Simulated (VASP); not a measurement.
Set up this calculation in VASP 6.6.1, as the native input.

```yaml
Task: single point
Functional: PBEsol
Potentials_or_basis: VASP PAW PBE potentials, release 64 (Cs_sv, Cd, Ge_d)
Cutoff: 520 eV
k_mesh: 3 × 3 × 2
Occupations: fermi-dirac, width 0.05 eV
Spin: no spin polarisation
Dipole_correction: no
Further_INCAR_settings: ALGO = Normal; EDIFF = 1e-06; NBANDS = 60
```

The structure of CsCd4Ge3 lies in POSCAR:

```
CsCd4Ge3
1.0
    4.4819720000      0.0000000000      0.0000000000
    0.0000000000      4.4819720000      0.0000000000
    0.0000000000      0.0000000000     10.7461740000
Cs Cd Ge
1 4 3
Direct
   -0.0005644837     -0.0077033056      0.5038601646
   -0.0039500470      0.4944328077      0.1616934548
    0.4944562349      0.0091651621      0.1596013614
    0.0037724466      0.5035573627      0.8369759321
    0.5021762742     -0.0058945036      0.8345905250
    0.5090011718      0.5026135817      0.3069712067
    0.4940490481      0.4951458867      0.6938625784
    0.0034694550      0.0143847396      0.0031517264
```

One way to write it, as run:

INCAR

```
ALGO = Normal
EDIFF = 1E-6
ENCUT = 520
GGA = PS
ISIF = 2
ISMEAR = -1
LASPH = True
LCHARG = False
LREAL = False
LWAVE = False
NBANDS = 60
NELM = 100
PREC = Accurate
SIGMA = 0.05
```

KPOINTS

```
k-points
0
Gamma
  3 3 2
```

Potentials or basis: VASP PAW PBE potentials, release 64 (Cs_sv, Cd, Ge_d).

Command:

```sh
$ cat potpaw_PBE.64/Cs_sv/POTCAR potpaw_PBE.64/Cd/POTCAR potpaw_PBE.64/Ge_d/POTCAR > POTCAR
$ mpirun -np 1 vasp_std > vasp.out
```

Results of the run:

| Item | Value |
| --- | --- |
| Pressure | -0.7 GPa |
| Largest force | 0.471 eV/Å |
| Band gap on the k mesh | zero (an odd number of electrons rules out a gap without spin polarisation) |

Caveat: the k points lie up to 0.47 Å⁻¹ apart, too coarse for converged energies and pressures of a metal; the PAW data sets were made with another functional, which shifts forces and pressure a little; spin-orbit coupling is left out, which moves the levels of the heavy elements.

Wall time 110 s on 1 thread of Intel(R) Xeon(R) Platinum 8259CL CPU @ 2.50GHz (Skylake/Cascade Lake), with other jobs on the host, peak memory 0.36 GiB.
